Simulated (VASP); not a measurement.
The system is CoSi (CsCl type).

```
Co Si
1.0
     2.71442    0.00000    0.00000
     0.00000    2.71442    0.00000
     0.00000    0.00000    2.71442
Co Si
1 1
Direct
  0.00000 0.00000 0.00000
  0.50000 0.50000 0.50000
```

* Program: VASP 6.6.1
* Task: relaxation of cell and atoms
* Functional: PBE
* Potentials or basis: VASP PAW PBE potentials, release 64 (Co, Si)
* Cutoff: 600 eV
* k mesh: 14 × 14 × 14
* Occupations: fermi-dirac, width 0.1 eV
* Spin: no spin polarisation

At the start: pressure 17.8 GPa; volume 10.00 Å³/atom.

Task: Where does the relaxation end?

Result: Over 16 steps the energy falls by 38.5 meV/atom and the volume is 10.74 Å³/atom (+7.4 %); space group Pm-3m (No. 221, to 0.05 Å).

The path:
```
step  energy change (eV)  largest force (eV/Å)  pressure (GPa)  volume (Å³)
   1              0.0000                0.0000           17.79        20.00
   2              0.0196                0.0000          -14.83        23.39
   3             -0.0769                0.0000           -0.21        21.50
   4             -0.0769                0.0000            0.14        21.47
   5             -0.0769                0.0000            0.13        21.47
   6             -0.0769                0.0000            0.12        21.47
   7             -0.0769                0.0000            0.12        21.47
   8             -0.0769                0.0000            0.12        21.47
   9             -0.0769                0.0000            0.12        21.47
  10             -0.0769                0.0000            0.12        21.47
  11             -0.0769                0.0000            0.12        21.47
  12             -0.0769                0.0000            0.12        21.47
  13             -0.0769                0.0000            0.11        21.47
  14             -0.0769                0.0000            0.11        21.47
  15             -0.0769                0.0000            0.10        21.47
  16             -0.0769                0.0000            0.07        21.48
```

Final structure:
```yaml
crystal:
  lattice:
    - [2.77961, 0.00000, 0.00000]
    - [0.00000, 2.77961, 0.00000]
    - [0.00000, 0.00000, 2.77961]
  atoms:
    - { symbol: Co, position: [0.00000, 0.00000, 0.00000] }
    - { symbol: Si, position: [0.50000, 0.50000, 0.50000] }
```
